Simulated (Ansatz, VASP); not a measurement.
## Mg in VASP and in Ansatz

Contents of INCAR:

```
SYSTEM = Mg
PREC = Accurate
ENCUT = 520
EDIFF = 1E-6
ISMEAR = -1
SIGMA = 0.05
LREAL = .False.
LASPH = .True.
NELM = 80
ALGO = Normal
ISIF = 2
LWAVE = .False.
LCHARG = .True.
GGA = RE
IVDW = 13
LELF = .True.
LVHAR = .True.
NBANDS = 9
```

Contents of KPOINTS:

```
Automatic mesh
0
Gamma
  10 10 5
  0 0 0
```

File POSCAR:

```
Mg
1.0
    3.2305542618      0.0000000000      0.0000000000
   -1.6152771309      2.7977420591      0.0000000000
    0.0000000000      0.0000000000      5.2448063036
Mg
2
Direct
    0.6666666667      0.3333333333      0.7500000000
    0.3333333333      0.6666666667      0.2500000000
```

input.yaml

```yaml
crystal:
  lattice:
    - [3.2305542618, 0.0, 0.0]
    - [-1.6152771309, 2.7977420591, 0.0]
    - [0.0, 0.0, 5.2448063036]
  atoms:
    - { symbol: Mg, position: [0.6666666667, 0.3333333333, 0.75] }
    - { symbol: Mg, position: [0.3333333333, 0.6666666667, 0.25] }
hamiltonian:
  xc: revpbe
  pseudopotentials: { kind: paw }
  dispersion: d4
kpoints:
  mp_grid: { grid: [10, 10, 5] }
scf:
  occupations: { method: fermi_dirac, width: 0.05 }
output:
  forces: true
  stress: true
  eigenvalues: true
  write_density: true
  write_potential: true
  elf: true
  volumetric_format: npy
```

Alike in both runs: task single point; functional revPBE; dispersion D4; k mesh 10 × 10 × 5; occupations fermi-dirac, width 0.05 eV; no spin polarisation.

|  | VASP | Ansatz |
| --- | --- | --- |
| version | VASP 6.6.1 | Ansatz 0.2.0 |
| potentials or method | VASP PAW PBE potentials, release 64 (Mg) | Ansatz PAW |
| plane-wave cutoff (eV) | 520 | 420 |
| valence electrons in the cell | 4 | 20 |

|  | VASP | Ansatz | Ansatz less VASP |
| --- | --- | --- | --- |
| gap on the k mesh at the Fermi level (eV) | none | none | - |
| pressure (GPa) | -2.0 | -1.8 | +0.18 |
| traceless stress, the component that is largest in VASP (GPa) | 0.74 | 0.73 | -0.003 |

VASP's potentials were made for PBE, not for revPBE. A gap of «none» marks a metal or a gap that the smearing closes. VASP's potentials hold 4 valence electrons a cell and Ansatz's 20, so a difference there can come from the potentials and not from the codes.
